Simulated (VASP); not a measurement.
# In3Sb (Fm-3m) in VASP: a series of runs

In3Sb is run at these levels: LDA; tasks: relaxation of cell and atoms.

Everything below comes from runs of VASP 6.6.1. Logs are shortened: lines on timing, memory, paths and dates and some standing lists are left out, and cuts for length are marked.

**1. The cell of the first run**

The structure is cubic, space group Fm-3m (No. 225). The conventional cell has a = 7.680 Å, b = 7.680 Å, c = 7.680 Å, α = 90.00°, β = 90.00°, γ = 90.00°. Sb (site symmetry m-3m) has 14 In at 3.33 to 3.84 Å within 4.4 Å. In (site symmetry m-3m) has 8 In at 3.33 Å and 6 Sb at 3.84 Å within 4.4 Å. Within 4.4 Å of In (site symmetry -43m) lie 4 Sb at 3.33 Å and 10 In at 3.33 to 3.84 Å.

**2. Relaxation of cell and atoms, LDA, target pressure 20 GPa, at which the enthalpy is minimised**

Input file INCAR:

```
SYSTEM = In3Sb
PREC     = Accurate       ! precision mode
ENCUT    = 500            ! plane-wave cutoff, eV
EDIFF    = 1E-7           ! SCF threshold, eV
ISMEAR   = 0              ! smearing method
SIGMA    = 0.02           ! smearing width, eV
LREAL    = .FALSE.        ! projectors in reciprocal space
LASPH    = .TRUE.         ! aspherical terms in the spheres
NELM     = 120            ! most SCF steps
ALGO     = Normal         ! electronic algorithm
ISIF     = 3              ! what is computed and relaxed
LWAVE    = .FALSE.        ! write WAVECAR
LCHARG   = .FALSE.        ! write CHGCAR
IBRION   = 2              ! ionic algorithm
NSW      = 80             ! ionic steps
EDIFFG   = -0.03          ! ionic threshold
PSTRESS  = 200.0        
GGA_COMPAT= .FALSE.      
NELMIN   = 4
```

Input file KPOINTS:

```
regular mesh
0
G
  4 4 4
  0 0 0
```

Input file POSCAR:

```
In3Sb
1.0
    0.0000000000      3.8400000000      3.8400000000
    3.8400000000      0.0000000000      3.8400000000
    3.8400000000      3.8400000000      0.0000000000
Sb In
1 3
Direct
    0.0000000000      0.0000000000      0.0000000000
    0.5000000000      0.5000000000      0.5000000000
    0.2500000000      0.2500000000      0.2500000000
    0.7500000000      0.7500000000      0.7500000000
```

Potentials or basis: VASP PAW LDA potentials, release 64 (Sb, In_d).

The run is started by

```sh
cat potpaw_LDA.64/Sb/POTCAR potpaw_LDA.64/In_d/POTCAR > POTCAR
mpirun -np 1 vasp_std > vasp.out
```

OUTCAR:

```text
SYSTEM = In3Sb
   PREC = Accurate
   ENCUT = 500
   EDIFF = 1E-7
   ISMEAR = 0
   LREAL = .FALSE.
   LASPH = .TRUE.
   NELM = 120
   ISIF = 3
   IBRION = 2
   NSW = 80
   EDIFFG = -0.03
   PSTRESS = 200.0
   NELMIN = 4

 ion  position               nearest neighbor table
   1  0.000  0.000  0.000-   4 3.33   4 3.33   4 3.33   3 3.33   4 3.33   3 3.33   3 3.33   3 3.33
                             2 3.84   2 3.84   2 3.84   2 3.84   2 3.84   2 3.84
   2  0.500  0.500  0.500-   3 3.33   3 3.33   3 3.33   3 3.33   4 3.33   4 3.33   4 3.33   4 3.33
                             1 3.84   1 3.84   1 3.84   1 3.84   1 3.84   1 3.84
   3  0.250  0.250  0.250-   1 3.33   1 3.33   1 3.33   1 3.33   2 3.33   2 3.33   2 3.33   2 3.33
                             4 3.84   4 3.84   4 3.84   4 3.84   4 3.84   4 3.84
   4  0.750  0.750  0.750-   2 3.33   2 3.33   2 3.33   1 3.33   2 3.33   1 3.33   1 3.33   1 3.33
                             3 3.84   3 3.84   3 3.84   3 3.84   3 3.84   3 3.84

  LATTYP: Found a face centered cubic cell.
 ALAT       =     7.6800000000

  Lattice vectors:

 A1 = (   0.0000000000,   3.8400000000,   3.8400000000)
 A2 = (   3.8400000000,   0.0000000000,   3.8400000000)
 A3 = (   3.8400000000,   3.8400000000,   0.0000000000)

Analysis of symmetry for initial positions (statically):
=====================================================================
 Subroutine PRICEL returns:
 Original cell was already a primitive cell.

 Routine SETGRP: Setting up the symmetry group for a
 face centered cubic supercell.

 Subroutine GETGRP returns: Found 48 space group operations
 (whereof 48 operations were pure point group operations)
 out of a pool of 48 trial point group operations.

The static configuration has the point symmetry O_h .

Analysis of symmetry for dynamics (positions and initial velocities):
=====================================================================
 Subroutine PRICEL returns:
 Original cell was already a primitive cell.

 Routine SETGRP: Setting up the symmetry group for a
 face centered cubic supercell.

 Subroutine GETGRP returns: Found 48 space group operations
 (whereof 48 operations were pure point group operations)
 out of a pool of 48 trial point group operations.

The dynamic configuration has the point symmetry O_h .

 Subroutine INISYM returns: Found 48 space group operations
 (whereof 48 operations are pure point group operations),
 and found     1 'primitive' translations

----------------------------------------------------------------------------------------

                                     Primitive cell

  volume of cell :     113.2462

  direct lattice vectors                    reciprocal lattice vectors
     0.000000000  3.840000000  3.840000000    -0.130208333  0.130208333  0.130208333
     3.840000000  0.000000000  3.840000000     0.130208333 -0.130208333  0.130208333
[... 60 lines left out ...]
   NGX,Y,Z   is equivalent  to a cutoff of  12.25, 12.25, 12.25 a.u.
   NGXF,Y,Z  is equivalent  to a cutoff of  24.49, 24.49, 24.49 a.u.
 SYSTEM =  In3Sb
   PREC   = accura    normal or accurate (medium, high low for compatibility)
   ISTART =      0    job   : 0-new  1-cont  2-samecut
   ICHARG =      2    charge: 1-file 2-atom 10-const
   ISPIN  =      1    spin polarized calculation?
   LNONCOLLINEAR =      F non collinear calculations
   LSORBIT =      F    spin-orbit coupling
   LASPH  =      T    aspherical Exc in radial PAW
   ENCUT  =  500.0 eV  36.75 Ry    6.06 a.u.   9.90  9.90  9.90*2*pi/ulx,y,z
   NELM   =    120;   NELMIN=  4; NELMDL= -5     # of ELM steps
   EDIFF  = 0.1E-06   stopping-criterion for ELM
   LREAL  =      F    real-space projection
   EDIFFG = -.3E-01   stopping-criterion for IOM
   NSW    =     80    number of steps for IOM
   IBRION =      2    ionic relax: 0-MD 1-quasi-New 2-CG
   NFREE  =      1    steps in history (QN), initial steepest desc. (CG)
   ISIF   =      3    stress and relaxation
   ISYM   =      2    0-nonsym 1-usesym 2-fastsym
   POTIM  = 0.5000    time-step for ionic-motion
   TEBEG  =    0.0;   TEEND  =   0.0 temperature during run
   PSTRESS=  200.0 pullay stress
   NELECT =      44.0000    total number of electrons
   NUPDOWN=      -1.0000    fix difference up-down
   EMIN   =  10.00;   EMAX   =-10.00  energy-range for DOS
   EFERMI =   0.00;   METHOD = LEGACY
   ISMEAR =     0;   SIGMA  =   0.02  broadening in eV -4-tet -1-fermi 0-gaus
   EFERMI_NEDOS =   21; number of points for ismear=-14 and -15
   IALGO  =     38    algorithm
   IMIX   =      4    mixing-type and parameters
     AMIX     =   0.40;   BMIX     =  1.00
     AMIX_MAG =   1.60;   BMIX_MAG =  1.00
  volume/ion in A,a.u.               =      28.31       191.06
  Fermi-wavevector in a.u.,A,eV,Ry     =   1.194587  2.257442 19.416036  1.427038
  Thomas-Fermi vector in A             =   2.330574
   LORBIT       =      0    0 simple, 1 ext, 2 COOP (PROOUT), +10 PAW based schemes
   GGA     = CA    functional components
   LHFCALC =     F    Hartree Fock is set to
   AEXX    =    0.0000 exact exchange contribution
   IVDW    =     0    specifies the selected vdW correction
   LEPSILON=     F    determine dielectric tensor
   LRPA    =     F    only Hartree local field effects (RPA)
 conjugate gradient relaxation of ions
 non-spin polarized calculation
 Gauss-broadening in eV      SIGMA  =   0.02
  energy-cutoff  :      500.00
  volume of cell :      113.25
 maximum number of plane-waves:      2891
   NGX = 19   NGY = 19   NGZ = 19

--------------------------------------- Ionic step        1  -------------------------------------------

 number of electron      44.0000012 magnetization

 Free energy of the ion-electron system (eV)
  ---------------------------------------------------
  ext. energy  EPLUGINS =         0.00000000
  ---------------------------------------------------
  free energy    TOTEN  =       -14.07741836 eV

  energy without entropy =      -14.07647357  energy(sigma->0) =      -14.07694597

 E-fermi :   6.3087     XC(G=0): -10.1457

 val. band max:        6.2842320215   @ k =   0.5000   0.2500   0.0000
 cond. band min:       6.4131147232   @ k =   0.2500   0.0000   0.0000
 fundamental gap:      0.1288827018
 Fermi energy:         6.3087214581

 k-point     1 :       0.0000    0.0000    0.0000
  band No.  band energies     occupation
      1      -7.8960      2.00000
      2      -7.8960      2.00000
      3      -7.8960      2.00000
      4      -7.8820      2.00000
      5      -7.8820      2.00000
      6      -7.6577      2.00000
[... 380 lines left out ...]
--------------------------------------- Ionic step        5  -------------------------------------------

 number of electron      43.9999992 magnetization

 Free energy of the ion-electron system (eV)
  ---------------------------------------------------
  ext. energy  EPLUGINS =         0.00000000
  ---------------------------------------------------
  free energy    TOTEN  =       -13.16958815 eV

  energy without entropy =      -13.16654562  energy(sigma->0) =      -13.16806688

 E-fermi :  10.6918     XC(G=0): -11.6933

 val. band max:       10.4657857079   @ k =  -0.2500   0.2500   0.0000
 cond. band min:      10.7033224072   @ k =   0.5000   0.2500   0.0000
 fundamental gap:      0.2375366993
 Fermi energy:        10.6918359129

 k-point     1 :       0.0000    0.0000    0.0000
  band No.  band energies     occupation
      1      -4.2288      2.00000
      2      -4.2288      2.00000
      3      -4.1395      2.00000
      4      -4.1395      2.00000
      5      -4.1395      2.00000
      6      -3.9853      2.00000
[... 256 lines left out ...]
  energy  without entropy=      -13.1665456168  energy(sigma->0) =      -13.16806688

  enthalpy is  TOTEN    =        -2.9169253341 eV   P V=       10.2526628122

 reached required accuracy - stopping structural energy minimisation
```

Wall time 1.7 min (1 thread of Intel Xeon Platinum 8259CL at 2.50GHz (Skylake/Cascade Lake), shared host); peak memory 0.2 GiB.

Results:

```
Free energy                                                : -13.1696 eV
Relaxed volume                                             : 20.53 Å³/atom
Relaxed cell                                               : a = 4.879 Å, b = 4.879 Å, c = 4.879 Å, α = 60.00°, β = 60.00°, γ = 60.00°
Space group after relaxing (to 0.1 Å)                      : Fm-3m (No. 225)
Energy change on relaxing (the run minimises the enthalpy) : +227.0 meV/atom
Ionic steps                                                : 5
Pressure after relaxing                                    : 20.0 GPa
Band gap on the k mesh                                     : zero (bands 22 and 23 overlap by 5.07 eV)
```

Step by step:
```tsv
step	energy change (eV)	largest force (eV/Å)	pressure (GPa)	volume (Å³)
1	0.0000	0.0000	-2.56	113.25
2	8.4213	0.0000	108.31	59.67
3	0.7020	0.0000	17.06	83.92
4	0.8374	0.0000	19.02	82.71
5	0.9078	0.0000	20.01	82.13
```

Final structure:
```cif
data_structure
_symmetry_space_group_name_H-M 'P 1'
_symmetry_Int_Tables_number 1
_cell_length_a 4.8791
_cell_length_b 4.8791
_cell_length_c 4.8791
_cell_angle_alpha 60.000
_cell_angle_beta 60.000
_cell_angle_gamma 60.000
_cell_volume 82.13
loop_
_atom_site_label
_atom_site_type_symbol
_atom_site_fract_x
_atom_site_fract_y
_atom_site_fract_z
_atom_site_occupancy
Sb1 Sb 0.00000 0.00000 0.00000 1
In1 In 0.50000 0.50000 0.50000 1
In2 In 0.25000 0.25000 0.25000 1
In3 In 0.75000 0.75000 0.75000 1
```

Caveat: the cell is relaxed towards a set pressure, so the run minimises the enthalpy, not the energy; the volume moved by over 15 % at a fixed basis, so the end points are rough; spin-orbit coupling is left out, which moves the levels of the heavy elements.

**3. Relaxation of cell and atoms, LDA, target pressure 40 GPa, at which the enthalpy is minimised**

Input file INCAR:

```
SYSTEM = In3Sb
PREC = Accurate ; ENCUT = 500
EDIFF = 1E-7 ; ISMEAR = 0
SIGMA = 0.02 ; LREAL = .FALSE.
LASPH = .TRUE. ; NELM = 120
ALGO = Normal ; ISIF = 3
LWAVE = .FALSE. ; LCHARG = .FALSE.
GGA = CA ; IBRION = 2
NSW = 80 ; EDIFFG = -0.03
PSTRESS = 400.0 ; GGA_COMPAT = .FALSE.
NELMIN = 4
```

KPOINTS is that of step 2.

POSCAR is that of step 2.

Potentials or basis: VASP PAW LDA potentials, release 64 (Sb, In_d).

The run is started by

```sh
cat potpaw_LDA.64/Sb/POTCAR potpaw_LDA.64/In_d/POTCAR > POTCAR
mpirun -np 1 vasp_std > vasp.out
```

OUTCAR:

```text
SYSTEM = In3Sb
   PREC = Accurate
   ENCUT = 500
   EDIFF = 1E-7
   ISMEAR = 0
   LREAL = .FALSE.
   LASPH = .TRUE.
   NELM = 120
   ISIF = 3
   GGA = CA
   IBRION = 2
   NSW = 80
   EDIFFG = -0.03
   PSTRESS = 400.0
   NELMIN = 4

 ion  position               nearest neighbor table
   1  0.000  0.000  0.000-   4 3.33   4 3.33   4 3.33   3 3.33   4 3.33   3 3.33   3 3.33   3 3.33
                             2 3.84   2 3.84   2 3.84   2 3.84   2 3.84   2 3.84
   2  0.500  0.500  0.500-   3 3.33   3 3.33   3 3.33   3 3.33   4 3.33   4 3.33   4 3.33   4 3.33
                             1 3.84   1 3.84   1 3.84   1 3.84   1 3.84   1 3.84
   3  0.250  0.250  0.250-   1 3.33   1 3.33   1 3.33   1 3.33   2 3.33   2 3.33   2 3.33   2 3.33
                             4 3.84   4 3.84   4 3.84   4 3.84   4 3.84   4 3.84
   4  0.750  0.750  0.750-   2 3.33   2 3.33   2 3.33   1 3.33   2 3.33   1 3.33   1 3.33   1 3.33
                             3 3.84   3 3.84   3 3.84   3 3.84   3 3.84   3 3.84

  LATTYP: Found a face centered cubic cell.
 ALAT       =     7.6800000000

  Lattice vectors:

 A1 = (   0.0000000000,   3.8400000000,   3.8400000000)
 A2 = (   3.8400000000,   0.0000000000,   3.8400000000)
 A3 = (   3.8400000000,   3.8400000000,   0.0000000000)

Analysis of symmetry for initial positions (statically):
=====================================================================
 Subroutine PRICEL returns:
 Original cell was already a primitive cell.

 Routine SETGRP: Setting up the symmetry group for a
 face centered cubic supercell.

 Subroutine GETGRP returns: Found 48 space group operations
 (whereof 48 operations were pure point group operations)
[... 162 lines left out ...]
  external PRESSURE =    -425.5986019 kB  Pullay stress =     400.0000000 kB
[... 103 lines left out ...]
  energy  without entropy=      -14.1577363529  energy(sigma->0) =      -14.15966463

  enthalpy is  TOTEN    =        10.9201872116 eV   P V=       25.0817801225

 E-fermi :   8.9914     XC(G=0): -11.1490

 val. band max:        8.8346588413   @ k =   0.0000   0.0000   0.0000
 cond. band min:       9.0029126725   @ k =   0.5000   0.2500   0.0000
 fundamental gap:      0.1682538313
 Fermi energy:         8.9914261782

 k-point     1 :       0.0000    0.0000    0.0000
  band No.  band energies     occupation
      1      -5.5444      2.00000
      2      -5.5444      2.00000
      3      -5.5023      2.00000
      4      -5.5023      2.00000
      5      -5.5023      2.00000
      6      -5.3328      2.00000
[... 221 lines left out ...]
     25      12.8010      0.00000
     26      14.2096      0.00000

[... ionic steps 4 to 7 ...]

--------------------------------------- Ionic step        8  -------------------------------------------

 number of electron      43.9999999 magnetization

------------------------ aborting loop because EDIFF is reached ----------------------------------------
[... 75 lines left out ...]
--------------------------------------- Ionic step       10  -------------------------------------------

 number of electron      44.0000000 magnetization

 Free energy of the ion-electron system (eV)
  ---------------------------------------------------
  ext. energy  EPLUGINS =         0.00000000
  ---------------------------------------------------
  free energy    TOTEN  =       -11.60200374 eV

  energy without entropy =      -11.59896121  energy(sigma->0) =      -11.60048248

 E-fermi :  12.6279     XC(G=0): -12.2660

 val. band max:       12.4091065569   @ k =  -0.2500   0.2500   0.0000
 cond. band min:      12.6394334165   @ k =   0.5000   0.2500   0.0000
 fundamental gap:      0.2303268596
 Fermi energy:        12.6279469222

 k-point     1 :       0.0000    0.0000    0.0000
  band No.  band energies     occupation
      1      -2.8158      2.00000
      2      -2.8158      2.00000
      3      -2.6574      2.00000
      4      -2.6574      2.00000
      5      -2.6574      2.00000
      6      -2.5327      2.00000
[... 256 lines left out ...]
  energy  without entropy=      -11.5989612150  energy(sigma->0) =      -11.60048248

  enthalpy is  TOTEN    =         6.7477100981 eV   P V=       18.3497138424

 reached required accuracy - stopping structural energy minimisation
```

CONTCAR:

```text
In3Sb
   1.00000000000000
     0.0000000000000000    3.3246808644778261    3.3246808644778261
     3.3246808644778261   -0.0000000000000000    3.3246808644778261
     3.3246808644778261    3.3246808644778261   -0.0000000000000000
  Sb              In
     1     3
Direct
     0.0000000000000000    0.0000000000000000    0.0000000000000000
     0.5000000000000000    0.5000000000000000    0.5000000000000000
     0.2500000000000000    0.2500000000000000    0.2500000000000000
     0.7500000000000000    0.7500000000000000    0.7500000000000000

  0.00000000E+00  0.00000000E+00  0.00000000E+00
  0.00000000E+00  0.00000000E+00  0.00000000E+00
  0.00000000E+00  0.00000000E+00  0.00000000E+00
  0.00000000E+00  0.00000000E+00  0.00000000E+00
```

It took 5.4 min on 1 thread of Intel Xeon Platinum 8259CL at 2.50GHz (Skylake/Cascade Lake), shared host; peak memory 0.22 GiB.

What came out:

```yaml
Free_energy: -11.6020 eV
Relaxed_volume: 18.37 Å³/atom
Relaxed_cell: a = 4.702 Å, b = 4.702 Å, c = 4.702 Å, α = 60.00°, β = 60.00°, γ = 60.00°
Space_group_after_relaxing_to_0.1_Å: Fm-3m (No. 225)
Energy_change_on_relaxing_the_run_minimises_the_enthalpy: +618.9 meV/atom
Ionic_steps: 10
Pressure_after_relaxing: 40.0 GPa
Band_gap_on_the_k_mesh: zero (bands 22 and 23 overlap by 5.79 eV)
```

Step by step:
```csv
step,energy change (eV),largest force (eV/Å),pressure (GPa),volume (Å³)
1,0.0000,0.0000,-2.56,113.25
2,96.7216,0.0000,1400.61,29.30
3,-0.0842,0.0000,1.04,100.46
4,0.1294,0.0000,7.40,91.66
5,4.0458,0.0000,58.53,68.34
6,2.1654,0.0000,36.22,74.80
7,2.4521,0.0000,39.71,73.59
8,2.6250,0.0000,41.79,72.91
9,2.1644,0.0000,36.19,74.81
10,2.4754,0.0000,39.99,73.50
```

Final structure:
```yaml
crystal:
  lattice:
    - [0.00000, 3.32468, 3.32468]
    - [3.32468, 0.00000, 3.32468]
    - [3.32468, 3.32468, 0.00000]
  atoms:
    - { symbol: Sb, position: [0.00000, 0.00000, 0.00000] }
    - { symbol: In, position: [0.50000, 0.50000, 0.50000] }
    - { symbol: In, position: [0.25000, 0.25000, 0.25000] }
    - { symbol: In, position: [0.75000, 0.75000, 0.75000] }
```

Caveat: the cell is relaxed towards a set pressure, so the run minimises the enthalpy, not the energy; the volume moved by over 15 % at a fixed basis, so the end points are rough; spin-orbit coupling is left out, which moves the levels of the heavy elements.
